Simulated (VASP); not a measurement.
# ZnO (P6_3/mmc) in VASP: single point with PBE

Aim: the single point of ZnO with PBE.

Everything below comes from runs of VASP 6.6.1. Logs are shortened: lines on timing, memory, paths and dates and some standing lists are left out, and cuts for length are marked.

**1. The cell of the first run**

The structure is hexagonal, space group P6_3/mmc (No. 194). Conventional cell: a = 2.995 Å, b = 2.995 Å, c = 5.140 Å, α = 90.00°, β = 90.00°, γ = 120.00°. Zn (site symmetry -3m) has 6 O at 2.15 Å and 8 Zn at 2.57 to 2.99 Å within 3.0 Å. Within 3.1 Å of O (site symmetry -6m2) lie 6 Zn at 2.15 Å and 12 O at 2.99 to 3.10 Å.

**2. Single point, PBE (9.98 Å³/atom)**

INCAR reads:

```
SYSTEM = ZnO
PREC = Accurate
ENCUT = 1340
EDIFF = 1E-6
ISMEAR = 0
SIGMA = 0.01
LREAL = .FALSE.
LASPH = .TRUE.
NELM = 120
ALGO = Normal
ISIF = 2
LWAVE = .FALSE.
LCHARG = .FALSE.
GGA = PE
NBANDS = 26
GGA_COMPAT = .FALSE.
```

KPOINTS reads:

```
regular mesh
0
G
  9 9 4
  0 0 0
```

POSCAR reads:

```
ZnO
1.0
    2.9946301006      0.0000000000      0.0000000000
   -1.4973150503      2.5934257421      0.0000000000
    0.0000000000      0.0000000000      5.1396486324
Zn O
2 2
Direct
    0.0000000000      0.0000000000      0.0000000000
    0.0000000000      0.0000000000      0.5000000000
    0.3333333333      0.6666666667      0.2500000000
    0.6666666667      0.3333333333      0.7500000000
```

Potentials or basis: VASP PAW PBE potentials, release 64 (Zn, O_h).

Started as:

```
$ cat potpaw_PBE.64/Zn/POTCAR potpaw_PBE.64/O_h/POTCAR > POTCAR
$ mpirun -np 1 vasp_std > vasp.out
```

OUTCAR:

```text
SYSTEM = ZnO
   PREC = Accurate
   ENCUT = 1340
   EDIFF = 1E-6
   ISMEAR = 0
   LREAL = .FALSE.
   LASPH = .TRUE.
   NELM = 120
   ISIF = 2
   GGA = PE

 ion  position               nearest neighbor table
   1  0.000  0.000  0.000-   3 2.15   4 2.15   4 2.15   3 2.15   4 2.15   3 2.15   2 2.57   2 2.57

   2  0.000  0.000  0.500-   3 2.15   4 2.15   4 2.15   3 2.15   4 2.15   3 2.15   1 2.57   1 2.57

   3  0.333  0.667  0.250-   1 2.15   2 2.15   1 2.15   2 2.15   1 2.15   2 2.15
   4  0.667  0.333  0.750-   1 2.15   2 2.15   1 2.15   2 2.15   1 2.15   2 2.15

  LATTYP: Found a hexagonal cell.
 ALAT       =     2.9946301006
 C/A-ratio  =     1.7162883093

  Lattice vectors:

 A1 = (   2.9946301006,   0.0000000000,   0.0000000000)
 A2 = (  -1.4973150503,   2.5934257421,   0.0000000000)
 A3 = (   0.0000000000,   0.0000000000,   5.1396486324)

Analysis of symmetry for initial positions (statically):
=====================================================================
 Subroutine PRICEL returns:
 Original cell was already a primitive cell.

 Routine SETGRP: Setting up the symmetry group for a
 hexagonal supercell.

 Subroutine GETGRP returns: Found 24 space group operations
 (whereof 12 operations were pure point group operations)
 out of a pool of 24 trial point group operations.

The static configuration has the point symmetry D_3d.
 The point group associated with its full space group is D_6h.

Analysis of symmetry for dynamics (positions and initial velocities):
=====================================================================
 Subroutine PRICEL returns:
 Original cell was already a primitive cell.

 Routine SETGRP: Setting up the symmetry group for a
 hexagonal supercell.

 Subroutine GETGRP returns: Found 24 space group operations
 (whereof 12 operations were pure point group operations)
 out of a pool of 24 trial point group operations.

The dynamic configuration has the point symmetry D_3d.
 The point group associated with its full space group is D_6h.

 Subroutine INISYM returns: Found 24 space group operations
 (whereof 12 operations are pure point group operations),
 and found     1 'primitive' translations

----------------------------------------------------------------------------------------

                                     Primitive cell

  volume of cell :      39.9163

  direct lattice vectors                    reciprocal lattice vectors
     2.994630101  0.000000000  0.000000000     0.333931059  0.192795187  0.000000000
    -1.497315050  2.593425742  0.000000000     0.000000000  0.385590373  0.000000000
     0.000000000  0.000000000  5.139648632     0.000000000  0.000000000  0.194565830

  length of vectors
     2.994630101  2.994630101  5.139648632     0.385590373  0.385590373  0.194565830

  position of ions in fractional coordinates (direct lattice)
     0.000000000  0.000000000  0.000000000
     0.000000000  0.000000000  0.500000000
     0.333333333  0.666666667  0.250000000
     0.666666667  0.333333333  0.750000000

  ion indices of the primitive-cell ions
   primitive index   ion index
                 1           1
                 2           2
                 3           3
                 4           4

----------------------------------------------------------------------------------------

 KPOINTS: regular mesh

Automatic generation of k-mesh.
 Grid dimensions read from file:
 generate k-points for:    9    9    4

 Generating k-lattice:

  Cartesian coordinates                     Fractional coordinates (reciprocal lattice)
     0.037103451  0.021421687  0.000000000     0.111111111 -0.000000000  0.000000000
     0.000000000  0.042843375  0.000000000     0.000000000  0.111111111  0.000000000
     0.000000000  0.000000000  0.048641457     0.000000000  0.000000000  0.250000000

  Length of vectors
     0.042843375  0.042843375  0.048641457

  Shift w.r.t. Gamma in fractional coordinates (k-lattice)
     0.000000000  0.000000000  0.000000000

 Subroutine IBZKPT returns following result:
 ===========================================

 Found     36 irreducible k-points:

 Following reciprocal coordinates:
            Coordinates               Weight
  0.000000  0.000000  0.000000      1.000000
  0.111111 -0.000000  0.000000      6.000000
  0.222222 -0.000000  0.000000      6.000000
  0.333333  0.000000  0.000000      6.000000
  0.444444 -0.000000  0.000000      6.000000
  0.111111  0.111111  0.000000      6.000000
[... 16 lines left out ...]
  0.333333  0.222222  0.250000     24.000000
  0.333333  0.333333  0.250000      4.000000
 [... further k-points ...]
   k-points           NKPTS =     36   k-points in BZ     NKDIM =     36   number of bands    NBANDS=     26
   number of dos      NEDOS =    301   number of ions     NIONS =      4
   total plane-waves  NPLWV =  82944
   dimension x,y,z NGX =    36 NGY =   36 NGZ =   64
   dimension x,y,z NGXF=    72 NGYF=   72 NGZF=  128
   ions per type =               2   2
   NGX,Y,Z   is equivalent  to a cutoff of  19.99, 19.99, 20.70 a.u.
   NGXF,Y,Z  is equivalent  to a cutoff of  39.97, 39.97, 41.40 a.u.
 SYSTEM =  ZnO
   PREC   = accura    normal or accurate (medium, high low for compatibility)
   ISTART =      0    job   : 0-new  1-cont  2-samecut
   ICHARG =      2    charge: 1-file 2-atom 10-const
   ISPIN  =      1    spin polarized calculation?
   LNONCOLLINEAR =      F non collinear calculations
   LSORBIT =      F    spin-orbit coupling
   LASPH  =      T    aspherical Exc in radial PAW
   ENCUT  = 1340.0 eV  98.49 Ry    9.92 a.u.   8.94  8.94 15.34*2*pi/ulx,y,z
   NELM   =    120;   NELMIN=  2; NELMDL= -5     # of ELM steps
   EDIFF  = 0.1E-05   stopping-criterion for ELM
   LREAL  =      F    real-space projection
   EDIFFG = 0.1E-04   stopping-criterion for IOM
   NSW    =      0    number of steps for IOM
   IBRION =     -1    ionic relax: 0-MD 1-quasi-New 2-CG
   NFREE  =      0    steps in history (QN), initial steepest desc. (CG)
   ISIF   =      2    stress and relaxation
   ISYM   =      2    0-nonsym 1-usesym 2-fastsym
   POTIM  = 0.5000    time-step for ionic-motion
   TEBEG  =    0.0;   TEEND  =   0.0 temperature during run
   PSTRESS=    0.0 pullay stress
   NELECT =      36.0000    total number of electrons
   NUPDOWN=      -1.0000    fix difference up-down
   EMIN   =  10.00;   EMAX   =-10.00  energy-range for DOS
   EFERMI =   0.00;   METHOD = LEGACY
   ISMEAR =     0;   SIGMA  =   0.01  broadening in eV -4-tet -1-fermi 0-gaus
   EFERMI_NEDOS =   21; number of points for ismear=-14 and -15
   IALGO  =     38    algorithm
   IMIX   =      4    mixing-type and parameters
     AMIX     =   0.40;   BMIX     =  1.00
     AMIX_MAG =   1.60;   BMIX_MAG =  1.00
  volume/ion in A,a.u.               =       9.98        67.34
  Fermi-wavevector in a.u.,A,eV,Ry     =   1.581705  2.988989 34.038934  2.501791
  Thomas-Fermi vector in A             =   2.681740
   LORBIT       =      0    0 simple, 1 ext, 2 COOP (PROOUT), +10 PAW based schemes
   GGA     = PE    functional components
   LHFCALC =     F    Hartree Fock is set to
   AEXX    =    0.0000 exact exchange contribution
   IVDW    =     0    specifies the selected vdW correction
   LEPSILON=     F    determine dielectric tensor
   LRPA    =     F    only Hartree local field effects (RPA)
 non-spin polarized calculation
 Gauss-broadening in eV      SIGMA  =   0.01
  energy-cutoff  :     1340.00
  volume of cell :       39.92
 maximum number of plane-waves:      4473
 NGX is ok and might be reduce to    36
   NGX = 17   NGY = 17   NGZ = 31

 number of electron      35.9999999 magnetization

 Free energy of the ion-electron system (eV)
  ---------------------------------------------------
  ext. energy  EPLUGINS =         0.00000000
  ---------------------------------------------------
  free energy    TOTEN  =       -16.93999557 eV

  energy without entropy =      -16.93999557  energy(sigma->0) =      -16.93999557

 E-fermi :   3.0131     XC(G=0): -12.1662

 val. band max:        2.9174552499   @ k =   0.0000   0.0000   0.0000
 cond. band min:       3.5827934062   @ k =   0.0000   0.0000   0.0000
 fundamental gap:      0.6653381563
 Fermi energy:         3.0131098248

 k-point     1 :       0.0000    0.0000    0.0000
  band No.  band energies     occupation
      1     -15.5169      2.00000
      2     -14.3173      2.00000
      3      -4.4105      2.00000
      4      -2.8699      2.00000
      5      -2.8699      2.00000
      6      -2.7052      2.00000
[... 18 lines left out ...]
     25      20.8551      0.00000
     26      20.9416      0.00000

 k-point     2 :       0.1111   -0.0000    0.0000
  band No.  band energies     occupation
      1     -15.3948      2.00000
      2     -14.2761      2.00000
      3      -4.2027      2.00000
      4      -2.8435      2.00000
      5      -2.8428      2.00000
      6      -2.7119      2.00000
[... 18 lines left out ...]
     25      18.9339      0.00000
     26      19.6047      0.00000

 k-point     3 :       0.2222   -0.0000    0.0000
  band No.  band energies     occupation
      1     -15.0626      2.00000
      2     -14.1735      2.00000
      3      -3.6461      2.00000
      4      -2.8899      2.00000
      5      -2.8198      2.00000
      6      -2.7568      2.00000
[... 18 lines left out ...]
     25      17.6049      0.00000
     26      17.8197      0.00000

 k-point     4 :       0.3333    0.0000    0.0000
  band No.  band energies     occupation
      1     -14.6263      2.00000
      2     -14.0709      2.00000
      3      -3.6199      2.00000
      4      -3.1550      2.00000
      5      -2.8761      2.00000
      6      -2.6387      2.00000
[... 18 lines left out ...]
     25      16.4916      0.00000
     26      18.0870      0.00000
[... 496 lines left out ...]
      1     -14.3672      2.00000
      2     -14.0804      2.00000
      3      -3.5742      2.00000
      4      -3.0817      2.00000
      5      -2.8092      2.00000
      6      -2.7523      2.00000
[... 18 lines left out ...]
     25      14.3993      0.00000
     26      19.6091      0.00000

 k-point    23 :       0.3333    0.2222    0.2500
  band No.  band energies     occupation
      1     -14.1194      2.00000
      2     -14.0218      2.00000
      3      -3.7311      2.00000
      4      -3.1480      2.00000
      5      -2.8923      2.00000
      6      -2.8215      2.00000
[... 18 lines left out ...]
     25      14.3173      0.00000
     26      19.2798      0.00000

 k-point    24 :       0.3333    0.3333    0.2500
  band No.  band energies     occupation
      1     -14.0173      2.00000
      2     -14.0173      2.00000
      3      -3.4656      2.00000
      4      -3.2104      2.00000
      5      -3.2104      2.00000
      6      -2.6886      2.00000
[... 18 lines left out ...]
     25      14.2962      0.00000
     26      19.8475      0.00000

 [... further k-points ...]

------------------------ aborting loop because EDIFF is reached ----------------------------------------

  FORCE on cell =-STRESS in cart. coord.  units (eV):
  Direction    XX          YY          ZZ          XY          YZ          ZX
  --------------------------------------------------------------------------------------
  -------------------------------------------------------------------------------------
  Total        1.4562917      1.4562917      1.6762588      0.0000000      0.0000000      0.0000000
  in kB       58.4532320     58.4532320     67.2823613      0.0000000      0.0000000      0.0000000
  external PRESSURE =      61.3962751 kB  Pullay stress =       0.0000000 kB

 VOLUME and BASIS-vectors are now :
 -----------------------------------------------------------------------------
  energy-cutoff  :     1340.00
  volume of cell :       39.92
      direct lattice vectors                 reciprocal lattice vectors
     2.994630101  0.000000000  0.000000000     0.333931059  0.192795187  0.000000000
    -1.497315050  2.593425742  0.000000000     0.000000000  0.385590373  0.000000000
     0.000000000  0.000000000  5.139648632     0.000000000  0.000000000  0.194565830

 POSITION                                       TOTAL-FORCE (eV/Angst)
 -----------------------------------------------------------------------------------
      0.00000      0.00000      0.00000         0.000000      0.000000      0.000000
      0.00000      0.00000      2.56982         0.000000      0.000000      0.000000
     -0.00000      1.72895      1.28491        -0.000000     -0.000000      0.000000
      1.49732      0.86448      3.85474         0.000000      0.000000     -0.000000
 -----------------------------------------------------------------------------------
    total drift:                               -0.000000      0.000000     -0.000000

  FREE ENERGIE OF THE ION-ELECTRON SYSTEM (eV)
  ---------------------------------------------------
  free  energy   TOTEN  =       -16.9399955724 eV

  energy  without entropy=      -16.9399955724  energy(sigma->0) =      -16.93999557
```

Wall time 59 s (1 thread of AMD EPYC 9R45 (Zen 5), shared host); peak memory 0.32 GiB.

Results:

- Free energy: -16.9400 eV
- Pressure: 6.1 GPa
- Band gap on the k mesh: 0.67 eV

Stress tensor (GPa, compression positive):
```
5.85 0.00 0.00
0.00 5.85 0.00
0.00 0.00 6.73
```

Caveat: the cell stands under pressure; semilocal functionals underestimate gaps, and a narrow one can read as zero.
